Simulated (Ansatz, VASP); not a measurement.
**TiB2: VASP beside Ansatz**

Contents of INCAR:

```
PREC = Accurate
ENCUT = 520
EDIFF = 1E-6
ISMEAR = -1
SIGMA = 0.1
LREAL = False
LASPH = True
NELM = 100
ALGO = Normal
ISIF = 2
LWAVE = False
LCHARG = False
GGA = PE
NBANDS = 16
```

KPOINTS

```
regular mesh
0
Gamma
  10 10 9
```

Contents of POSCAR:

```
TiB2
1.0
    3.0292000000      0.0000000000      0.0000000000
   -1.5146000000      2.6233641531      0.0000000000
    0.0000000000      0.0000000000      3.2284000000
Ti B
1 2
Direct
    0.0000000000      0.0000000000      0.0000000000
    0.3333333333      0.6666666667      0.5000000000
    0.6666666667      0.3333333333      0.5000000000
```

Input for Ansatz:

```yaml
crystal:
  lattice:
    a: 3.0292
    b: 3.0292
    c: 3.2284
    alpha: 90.0
    beta: 90.0
    gamma: 120.0
  atoms:
    - { symbol: Ti, position: [0.0, 0.0, 0.0] }
    - { symbol: B, position: [0.3333333333333333, 0.6666666666666666, 0.5] }
    - { symbol: B, position: [0.6666666666666666, 0.3333333333333333, 0.5] }
kpoints:
  mp_grid:
    grid: [10, 10, 9]
hamiltonian:
  xc: pbe
scf:
  occupations:
    method: fermi_dirac
    width: 0.1
output:
  stress: true
```

Alike in both runs: task single point; functional PBE; k mesh 10 × 10 × 9; occupations fermi-dirac, width 0.1 eV; no spin polarisation.

|  | VASP | Ansatz |
| --- | --- | --- |
| version | VASP 6.6.1 | Ansatz 0.2.0 |
| potentials or method | VASP PAW PBE potentials, release 64 (Ti_sv, B) | plane waves, PAW |
| plane-wave cutoff (eV) | 520 | 420 |
| valence electrons in the cell | 18 | 18 |

|  | VASP | Ansatz | Ansatz less VASP |
| --- | --- | --- | --- |
| pressure (GPa) | 0.5 | 0.3 | -0.23 |
| traceless stress, the component that is largest in VASP (GPa) | -0.51 | -0.53 | -0.021 |
